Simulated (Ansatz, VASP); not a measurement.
## Ag: VASP beside Ansatz

```
Ag
1.0
     0.00000    2.00457    2.00457
     2.00457    0.00000    2.00457
     2.00457    2.00457    0.00000
Ag
1
Direct
  0.00000 0.00000 0.00000
```

Alike in both runs: functional LDA; k mesh 8 × 8 × 8; occupations gaussian, width 0.1 eV; no spin polarisation.

Ansatz relaxed the structure, and its values are those at the end. VASP's run is a single point on that final structure, the one shown.

```csv
,VASP,Ansatz
version,VASP 6.6.1,Ansatz 0.2.0
potentials or method,"VASP PAW LDA potentials, release 64 (Ag), cutoff 520 eV","scalar-relativistic, plane waves, PAW"
valence electrons in the cell,11,19
```

Ansatz gave:

```
gap on the k mesh at the Fermi level (eV) : none
pressure (GPa)                            : -0.1
```

Question: What did VASP give for the same quantities?

Answer: gap on the k mesh at the Fermi level (eV): none; pressure (GPa): 0.1.

Ansatz warns that its potentials were made for another functional, while VASP's fit it. LDA's correlation is that of Perdew and Zunger in VASP and of Perdew and Wang (1992) in Ansatz. A gap of «none» marks a metal or a gap that the smearing closes. VASP's potentials hold 11 valence electrons a cell and Ansatz's 19, so a difference there can come from the potentials and not from the codes.
